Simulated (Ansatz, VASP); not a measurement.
**KCl in VASP and in Ansatz**

Contents of INCAR:

```
PREC = Accurate
ENCUT = 520
EDIFF = 1E-6
ISMEAR = -1
SIGMA = 0.02
LREAL = F
LASPH = T
NELM = 100
ALGO = Normal
ISIF = 2
LWAVE = F
LCHARG = T
GGA = PE
LELF = T
LVHAR = T
NBANDS = 15
```

File KPOINTS:

```
regular mesh
0
Gamma
  8 8 8
```

POSCAR

```
KCl
1.0
    3.5652625019      0.0000000000      0.0000000000
    0.0000000000      3.5652625019      0.0000000000
    0.0000000000      0.0000000000      3.8466665134
K Cl
1 1
Direct
    0.0000000000      0.0000000000      0.0000000000
    0.5000000000      0.5000000000      0.5000000000
```

Input for Ansatz:

```yaml
crystal:
  lattice:
    - [3.5652625019, 0.0, 0.0]
    - [0.0, 3.5652625019, 0.0]
    - [0.0, 0.0, 3.8466665134]
  atoms:
    - { symbol: K, position: [0.0, 0.0, 0.0] }
    - { symbol: Cl, position: [0.5, 0.5, 0.5] }
kpoints:
  mp_grid: { grid: [8, 8, 8] }
  band_path:
    path:
      - [0.0, 0.0, 0.0]
      - [0.0, 0.5, 0.0]
      - [0.5, 0.5, 0.0]
      - [0.5, 0.5, 0.5]
      - [0.0, 0.5, 0.5]
    npoints: 1
hamiltonian:
  xc: pbe
scf:
  occupations: { method: fermi_dirac, width: 0.02 }
  n_extra_bands: 4
output:
  forces: true
  stress: true
  eigenvalues: true
  write_density: true
  write_potential: true
  elf: true
  volumetric_format: npy
```

Change from the starting cell: epitaxial_xy strain -5.5%.

Alike in both runs: task single point; functional PBE; k mesh 8 × 8 × 8; occupations fermi-dirac, width 0.02 eV; no spin polarisation.

|  | VASP | Ansatz |
| --- | --- | --- |
| version | VASP 6.6.1 | Ansatz 0.2.0 |
| potentials or method | VASP PAW PBE potentials, release 64 (K_sv, Cl) | plane waves, PAW |
| plane-wave cutoff (eV) | 520 | 420 |
| valence electrons in the cell | 16 | 16 |

|  | VASP | Ansatz | Ansatz less VASP |
| --- | --- | --- | --- |
| gap on the k mesh at the Fermi level (eV) | 5.19 | 5.19 | +0.001 |
| pressure (GPa) | 3.8 | 3.8 | -0.06 |
| traceless stress, the component that is largest in VASP (GPa) | -2.55 | -2.56 | -0.009 |
